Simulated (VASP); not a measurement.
BaCaF4:

```
CELL_PARAMETERS angstrom
2.09604 1.21015 6.73968
-2.09604 1.21015 6.73968
0.00000 -2.42030 6.73968
ATOMIC_POSITIONS crystal
Ba 0.00000 0.00000 0.00000
F 0.13294 0.13294 0.13294
F 0.38429 0.38429 0.38429
F 0.61571 0.61571 0.61571
F 0.86706 0.86706 0.86706
Ca 0.50000 0.50000 0.50000
```

```yaml
Program: VASP 6.6.1
Task: relaxation of cell and atoms
Functional: PBEsol
Potentials_or_basis: VASP PAW PBE potentials, release 64 (Ba_sv, F, Ca_sv)
Cutoff: 600 eV
k_mesh: 6 × 6 × 6
Occupations: fermi-dirac, width 0.02 eV
Spin: no spin polarisation
```

At the start: pressure -2.5 GPa; volume 17.10 Å³/atom.

Question: How do energy, volume and symmetry change on relaxing?

Answer: Over 8 steps the energy falls by 5.4 meV/atom and the volume is 16.44 Å³/atom (-3.9 %); space group R-3m (No. 166, to 0.1 Å) before and after.

The path:
```csv
step,energy change (eV),largest force (eV/Å),pressure (GPa),volume (Å³)
1,0.0000,0.0448,-2.47,102.57
2,-0.0313,0.0671,0.02,98.71
3,-0.0313,0.0667,0.02,98.72
4,-0.0313,0.0657,-0.03,98.80
5,-0.0318,0.0434,-0.04,98.76
6,-0.0323,0.0082,-0.05,98.70
7,-0.0323,0.0088,-0.04,98.70
8,-0.0324,0.0020,0.02,98.61
```

Final structure:
```
Ba F Ca
1.0
     2.06687    1.19331    6.66352
    -2.06687    1.19331    6.66352
     0.00000   -2.38662    6.66352
Ba F Ca
1 4 1
Direct
  0.00000 0.00000 0.00000
  0.13347 0.13347 0.13347
  0.38480 0.38480 0.38480
  0.61520 0.61520 0.61520
  0.86653 0.86653 0.86653
  0.50000 0.50000 0.50000
```

Caveat: the PAW data sets were made with another functional, which shifts forces and pressure a little.
